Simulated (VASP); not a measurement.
Wanted: the native input for a VASP 6.6.1 run.

| Item | Value |
| --- | --- |
| Task | single point |
| Functional | PBE |
| Dispersion | D3(BJ) |
| Potentials or basis | VASP PAW PBE potentials, release 64 (Pt, As) |
| Cutoff | 520 eV |
| k mesh | 12 × 12 × 12 |
| Occupations | gaussian, width 0.05 eV |
| Spin | no spin polarisation |
| Dipole correction | no |
| Further INCAR settings | ALGO = Normal; EDIFF = 1e-06; NBANDS = 14 |

The structure of AsPt lies in POSCAR:

```
AsPt
1.0
    0.0000000000      2.8129469837      2.8129469837
    2.8129469837      0.0000000000      2.8129469837
    2.8129469837      2.8129469837      0.0000000000
Pt As
1 1
Direct
    0.0000000000      0.0000000000      0.0000000000
    0.2500000000      0.2500000000      0.2500000000
```

The input as run:

INCAR

```
PREC = Accurate
ENCUT = 520
EDIFF = 1E-6
ISMEAR = 0
SIGMA = 0.05
LREAL = F
LASPH = T
NELM = 100
ALGO = Normal
ISIF = 2
LWAVE = F
LCHARG = F
GGA = PE
IVDW = 12
NBANDS = 14
```

KPOINTS

```
Automatic mesh
0
Gamma
  12 12 12
```

Potentials or basis: VASP PAW PBE potentials, release 64 (Pt, As).

Command:

```console
$ cat potpaw_PBE.64/Pt/POTCAR potpaw_PBE.64/As/POTCAR > POTCAR
$ mpirun -np 1 vasp_std > vasp.out
```

It gave:

```yaml
Pressure: -3.6 GPa
Dispersion_energy_per_atom: -0.473 eV
```

Caveat: three body term missing; pairwise dispersion overbinds metals, which lowers pressure and volume.

It took 24 s on 1 thread of Intel(R) Xeon(R) 6975P-C (Granite Rapids) (shared host), peak memory 0.21 GiB.
